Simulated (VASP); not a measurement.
Here is a VASP 6.6.1 calculation.

File INCAR:

```
SYSTEM = SiC
  PREC = Accurate
  ENCUT = 520
  EDIFF = 1E-6
  ISMEAR = 0
  SIGMA = 0.05
  LREAL = .FALSE.
  LASPH = .TRUE.
  NELM = 60
  ALGO = Normal
  ISIF = 2
  LWAVE = .FALSE.
  LCHARG = .TRUE.
  GGA = CA
  LELF = .TRUE.
  LVHAR = .TRUE.
  NBANDS = 26
```

KPOINTS

```
regular mesh
0
G
  10 10 3
  0 0 0
```

File POSCAR:

```
SiC
1.0
   -3.0759982064      0.0000000000      0.0000000000
   -1.5379991032     -2.6638925888      0.0000000000
    0.0000000000      0.0000000000     12.0960000000
Si C
4 4
Direct
    0.3333333333      0.3333333333      0.5456564153
    0.3333333333      0.3333333333      0.1283283730
    0.6666666667      0.6666666667      0.7543204365
    0.6666666667      0.6666666667      0.3369923942
    0.3333333333      0.3333333333      0.7063277116
    0.3333333333      0.3333333333      0.2889996693
    0.6666666667      0.6666666667      0.0803356481
    0.6666666667      0.6666666667      0.4976636905
```

Potentials or basis: VASP PAW LDA potentials, release 64 (Si, C).

Launch:

```bash
$ cat potpaw_LDA.64/Si/POTCAR potpaw_LDA.64/C/POTCAR > POTCAR
$ mpirun -np 1 vasp_std > vasp.out
```

Problem. Predict the pressure.

Solution. -4.6 GPa.

Problem. Estimate the largest force.

Solution. 2.225 eV/Å.

Problem. Estimate the band gap on the k mesh.

Solution. Zero (filled and empty bands overlap).

Forces in eV/Å, atoms in the order of the input:
```
Si   0.000  0.000 -0.063
Si   0.000  0.000 -2.225
Si   0.000  0.000  0.355
Si   0.000  0.000 -0.149
C    0.000  0.000  0.418
C    0.000  0.000  0.294
C    0.000  0.000  1.448
C    0.000  0.000 -0.077
```

Caveat: the cell differs from its parent crystal (the distance across one plane changed); the stress differs along the axes, from -10 to -2 GPa; semilocal functionals underestimate gaps, and a narrow one can read as zero; forces of over 1 eV/Å act on the atoms, so gaps and moduli don't describe the material at rest.
